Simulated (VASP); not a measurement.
Li2Nb:

```
Li Nb
1.0
     2.78093    0.00000    0.00000
    -1.39046    2.40836    0.00000
     0.00000    0.00000    5.58854
Li Nb
2 1
Direct
  0.00000 0.00000 0.16058
  0.00000 0.00000 0.83942
  0.00000 0.00000 0.50000
```

- Program: VASP 6.6.1
- Task: relaxation of cell and atoms
- Functional: PBE
- Potentials or basis: VASP PAW PBE potentials, release 64 (Li_sv, Nb_sv)
- Cutoff: 600 eV
- k mesh: 9 × 9 × 4
- Occupations: gaussian, width 0.1 eV
- Spin: no spin polarisation

At the start: pressure 33.7 GPa; volume 12.48 Å³/atom.

Question: How do energy, volume and symmetry change on relaxing?

Answer: Over 10 steps the energy falls by 1304.1 meV/atom and the volume is 17.43 Å³/atom (+39.7 %); space group P6/mmm (No. 191, to 0.05 Å).

Step by step:
```csv
step,energy change (eV),largest force (eV/Å),pressure (GPa),volume (Å³)
1,0.0000,3.5809,33.72,37.43
2,-3.5203,1.4210,-0.09,51.56
3,-3.5246,1.4412,1.47,50.21
4,-3.5249,1.4361,0.34,51.17
5,-3.7104,1.1863,-0.18,51.87
6,-3.8059,0.7229,-0.37,52.64
7,-3.9098,0.0148,-0.54,52.76
8,-3.9107,0.0463,-0.53,52.77
9,-3.9107,0.0599,-0.52,52.77
10,-3.9123,0.0297,0.04,52.29
```

Final structure:
```
CELL_PARAMETERS angstrom
2.76143 0.00000 0.00000
-1.38071 2.39147 0.00000
0.00000 0.00000 7.91820
ATOMIC_POSITIONS crystal
Li 0.00000 0.00000 0.15845
Li 0.00000 0.00000 0.84155
Nb 0.00000 0.00000 0.50000
```

Caveat: the cutoff is under 1.25 times the usual one of these potentials, so pressure, stress and relaxed cells hold a basis-set (Pulay) error; the volume moved by over 15 % at a fixed basis, so the end points are rough.
